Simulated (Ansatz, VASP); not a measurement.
**Ba2NF: VASP beside Ansatz**

```
CELL_PARAMETERS angstrom
1.84996 1.06807 6.94211
-1.84996 1.06807 6.94211
0.00000 -2.13615 6.94211
ATOMIC_POSITIONS crystal
Ba 0.75764 0.75764 0.75764
Ba 0.24236 0.24236 0.24236
N 0.50000 0.50000 0.50000
F 0.00000 0.00000 0.00000
```

Change from the starting cell: strain -0.080 along x and y, +0.040 along z, atoms carried along.

Alike in both runs: task single point; functional LDA; k mesh 9 × 9 × 9; occupations gaussian, width 0.05 eV; no spin polarisation.

```csv
,VASP,Ansatz
version,VASP 6.6.1,Ansatz 0.2.0
potentials or method,"VASP PAW LDA potentials, release 64 (Ba_sv, N, F), cutoff 520 eV","scalar-relativistic, plane waves, PAW"
valence electrons in the cell,32,32
```

|  | VASP | Ansatz | Ansatz less VASP |
| --- | --- | --- | --- |
| gap on the k mesh at the Fermi level (eV) | 0.76 | 0.82 | +0.068 |
| least direct gap on the mesh (eV) | 0.76 | 0.82 | +0.068 |
| pressure (GPa) | 4.2 | 2.1 | -2.11 |
| traceless stress, the component that is largest in VASP (GPa) | -5.12 | -5.09 | +0.030 |
| rms of the force components (eV/Å) | 0.031 | 0.117 | +0.0854 |

LDA's correlation is that of Perdew and Zunger in VASP and of Perdew and Wang (1992) in Ansatz. Atom by atom the forces differ by 0.085 eV/Å (rms over components).

Neither program's run includes spin-orbit coupling.
